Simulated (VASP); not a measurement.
Input of a VASP 6.6.1 run:

Contents of INCAR:

```
SYSTEM = Al
PREC = Accurate
ENCUT = 520
EDIFF = 1E-7
ISMEAR = 0
SIGMA = 0.15
LREAL = .FALSE.
LASPH = .TRUE.
NELM = 60
ALGO = Normal
ISIF = 2
LWAVE = .FALSE.
LCHARG = .TRUE.
GGA = PE
LELF = .TRUE.
LVHAR = .TRUE.
NBANDS = 8
```

The input KPOINTS:

```
Automatic mesh
0
G
  24 24 24
  0 0 0
```

File POSCAR:

```
Al
1.0
   -0.8419674075      1.6839348149      1.6839348149
    1.6839348149     -0.8419674075      1.6839348149
    1.6839348149      1.6839348149     -0.8419674075
Al
1
Direct
    0.0000000000      0.0000000000      0.0000000000
```

Potentials or basis: VASP PAW PBE potentials, release 64 (Al).

Launch:

```bash
$ cat potpaw_PBE.64/Al/POTCAR > POTCAR
$ mpirun -np 1 vasp_std > vasp.out
```

(1) Predict the pressure.

Answers

(1) 20.6 GPa.
